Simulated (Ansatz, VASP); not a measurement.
**LuCdB2 in VASP and in Ansatz**

Contents of INCAR:

```
  PREC = Accurate
  ENCUT = 520
  EDIFF = 1E-7
  ISMEAR = 1
  SIGMA = 0.0549
  LREAL = Auto
  LASPH = T
  NELM = 60
  ALGO = Normal
  ISIF = 2
  LWAVE = F
  LCHARG = T
  GGA = CA
  LELF = T
  LVHAR = T
  NBANDS = 100
```

File KPOINTS:

```
Automatic mesh
0
Gamma
  4 5 4
```

File POSCAR:

```
LuCdB2
1.0
    6.1876310000      0.0000000000      0.0000000000
    0.0000000000      5.5698260000      0.0000000000
    0.0000000000      0.0000000000      6.6935910000
Lu Cd B
4 4 8
Direct
    0.0105000000      0.2500000000      0.1648000000
    0.4895000000      0.7500000000      0.6648000000
    0.5105000000      0.2500000000      0.3352000000
    0.9895000000      0.7500000000      0.8352000000
    0.1816000000      0.2500000000      0.6824000000
    0.3184000000      0.7500000000      0.1824000000
    0.6816000000      0.2500000000      0.8176000000
    0.8184000000      0.7500000000      0.3176000000
    0.3580000000      0.0840000000      0.9640000000
    0.1420000000      0.9160000000      0.4640000000
    0.8580000000      0.4160000000      0.5360000000
    0.6420000000      0.5840000000      0.0360000000
    0.6420000000      0.9160000000      0.0360000000
    0.8580000000      0.0840000000      0.5360000000
    0.1420000000      0.5840000000      0.4640000000
    0.3580000000      0.4160000000      0.9640000000
```

Input for Ansatz:

```yaml
crystal:
  lattice:
    - [6.187631, 0.0, 0.0]
    - [0.0, 5.569826, 0.0]
    - [0.0, 0.0, 6.693591]
  atoms:
    - { symbol: Lu, position: [0.0105, 0.25, 0.1648] }
    - { symbol: Lu, position: [0.4895, 0.75, 0.6648] }
    - { symbol: Lu, position: [0.5105, 0.25, 0.3352] }
    - { symbol: Lu, position: [0.9895, 0.75, 0.8352] }
    - { symbol: Cd, position: [0.1816, 0.25, 0.6824] }
    - { symbol: Cd, position: [0.3184, 0.75, 0.1824] }
    - { symbol: Cd, position: [0.6816, 0.25, 0.8176] }
    - { symbol: Cd, position: [0.8184, 0.75, 0.3176] }
    - { symbol: B, position: [0.358, 0.084, 0.964] }
    - { symbol: B, position: [0.142, 0.916, 0.464] }
    - { symbol: B, position: [0.858, 0.416, 0.536] }
    - { symbol: B, position: [0.642, 0.584, 0.036] }
    - { symbol: B, position: [0.642, 0.916, 0.036] }
    - { symbol: B, position: [0.858, 0.084, 0.536] }
    - { symbol: B, position: [0.142, 0.584, 0.464] }
    - { symbol: B, position: [0.358, 0.416, 0.964] }
  symmetry: { tolerance: 0.0003 }
kpoints:
  mp_grid: { grid: [4, 5, 4], shift: [0, 0, 0] }
magnetization:
  spin_polarized: false
scf:
  occupations: { method: methfessel_paxton, width: 0.0549 }
  lower_state_search: "off"
  max_iter: 200
hamiltonian:
  pseudopotentials: { kind: paw }
  xc: lda
basis:
  ecutwfc: 420
  fft_grid_basis: typed
output:
  forces: true
  stress: true
  eigenvalues: true
  bader: true
  populations: true
  elf: true
  write_potential: true
  volumetric_format: npy
  dos:
    e_range: [-12, 8]
    de: 0.05
    projected: { site_lists: { B: [B], Cd: [Cd], Lu: [Lu] } }
  write_density: true
checkpoint:
  read: saved_state
```

Alike in both runs: task single point; functional LDA; k mesh 4 × 5 × 4; occupations methfessel-paxton of order 1, width 0.0549 eV; no spin polarisation.

|  | VASP | Ansatz |
| --- | --- | --- |
| version | VASP 6.6.1 | Ansatz 0.2.0 |
| potentials or method | VASP PAW PBE potentials, release 64 (Lu, Cd, B), cutoff 520 eV | PAW plane waves |
| valence electrons in the cell | 172 | 204 |

```tsv
	VASP	Ansatz	Ansatz less VASP
pressure (GPa)	-9.6	-10.7	-1.05
traceless stress, the component that is largest in VASP (GPa)	-5.28	-5.25	+0.025
rms of the force components (eV/Å)	0.515	0.511	-0.0049
```

VASP's potentials were made for PBE, not for LDA. LDA's correlation is that of Perdew and Zunger in VASP and of Perdew and Wang (1992) in Ansatz. Atom by atom the forces differ by 0.012 eV/Å (rms over components). VASP's potentials hold 172 valence electrons a cell and Ansatz's 204, so a difference there can come from the potentials and not from the codes.

Neither program's run includes spin-orbit coupling.
